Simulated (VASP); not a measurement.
Runs of VASP 6.6.1 on W. The structure is cubic, space group Fm-3m (No. 225). Conventional cell: a = 4.060 Å, b = 4.060 Å, c = 4.060 Å, α = 90.00°, β = 90.00°, γ = 90.00°. W (site symmetry m-3m) has 12 W at 2.87 Å within 3.8 Å. 

| k mesh | gap on the mesh (eV) | pressure (GPa) |
| --- | --- | --- |
| 3 × 3 × 3 | none | (b) |
| 4 × 4 × 4 | none | -4.8 |
| 8 × 8 × 8 | none | (a) |
| 12 × 12 × 12 | none | -4.4 |
| 9 × 9 × 9 | none | -4.7 |

Alike in all rows: task single point; level PBE; potentials or basis VASP PAW PBE potentials, release 64 (W_sv); no spin polarisation; cell as given; cutoff (eV) 520; smearing fermi-dirac 0.1 eV.

Fill in the values left out.

(a) -3.9; (b) 1.9.

Caveats: some runs use coarse meshes; spin-orbit coupling is left out, which moves the levels of the heavy elements.

A k mesh can miss the band edges, and the runs leave out spin-orbit coupling on W.

A gap of «none» marks levels without a gap at the run's occupations.
